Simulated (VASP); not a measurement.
Set up this calculation in VASP 6.6.1, as the native input.

* Task: single point
* Functional: r2SCAN
* Potentials or basis: VASP PAW PBE potentials, release 64 (Ge_d)
* Cutoff: 520 eV
* k mesh: 8 × 8 × 8
* Occupations: fermi-dirac, width 0.02 eV
* Spin: no spin polarisation
* Dipole correction: no
* Further INCAR settings: ALGO = Normal; EDIFF = 1e-07; NBANDS = 21

The system is Ge.

```xyz
2
Lattice="0.0000 2.8369 2.7526 2.8369 0.0000 2.7526 2.8369 2.8369 0.0000" Properties=species:S:1:pos:R:3 pbc="T T T"
Ge    0.0000    0.0000    0.0000
Ge    1.4184    1.4184    1.3763
```

This cell differs from its parent crystal: uniaxial z strain -3.0%.

These files were run (other wordings do the same):

POSCAR

```
Ge
1.0
    0.0000000000      2.8368735121      2.7526183688
    2.8368735121      0.0000000000      2.7526183688
    2.8368735121      2.8368735121      0.0000000000
Ge
2
Direct
    0.0000000000      0.0000000000      0.0000000000
    0.2500000000      0.2500000000      0.2500000000
```

INCAR.step1

```
SYSTEM = Ge
ALGO     = Normal         ! electronic algorithm
EDIFF    = 1E-4           ! SCF threshold, eV
ENCUT    = 520            ! plane-wave cutoff, eV
GGA      = PE             ! functional
ISMEAR   = -1             ! smearing method
LASPH    = .TRUE.         ! aspherical terms in the spheres
LCHARG   = .FALSE.        ! write CHGCAR
LREAL    = .FALSE.        ! projectors in reciprocal space
LWAVE    = .TRUE.         ! write WAVECAR
NBANDS   = 21             ! bands
NELM     = 80             ! most SCF steps
PREC     = Accurate       ! precision mode
SIGMA    = 0.02           ! smearing width, eV
```

INCAR.step2

```
SYSTEM = Ge
ALGO     = Normal         ! electronic algorithm
EDIFF    = 1E-7           ! SCF threshold, eV
ENCUT    = 520            ! plane-wave cutoff, eV
ISIF     = 2              ! what is computed and relaxed
ISMEAR   = -1             ! smearing method
ISTART   = 1            
LASPH    = .TRUE.         ! aspherical terms in the spheres
LCHARG   = .FALSE.        ! write CHGCAR
LMIXTAU  = .TRUE.       
LREAL    = .FALSE.        ! projectors in reciprocal space
LWAVE    = .FALSE.        ! write WAVECAR
METAGGA  = R2SCAN         ! meta-GGA
NBANDS   = 21             ! bands
NELM     = 80             ! most SCF steps
PREC     = Accurate       ! precision mode
SIGMA    = 0.02           ! smearing width, eV
```

KPOINTS

```
k-points
0
G
  8 8 8
  0 0 0
```

Potentials or basis: VASP PAW PBE potentials, release 64 (Ge_d).

The run is started by

```console
$ cat potpaw_PBE.64/Ge_d/POTCAR > POTCAR
$ cp INCAR.step1 INCAR
$ mpirun -np 1 vasp_std > vasp.out
$ cp INCAR.step2 INCAR
$ mpirun -np 1 vasp_std > vasp.out
```

It gave:

```json
{"Pressure": "2.3 GPa", "Band gap on the k mesh": "0.34 eV (least direct gap 0.44 eV)"}
```

Caveat: the cell differs from its parent crystal (uniaxial z strain -3.0%); the PAW data sets were made with another functional, which shifts forces and pressure a little.

Wall time 5.7 min on 1 thread of Intel Xeon 8259CL (shared host), peak memory 0.19 GiB.
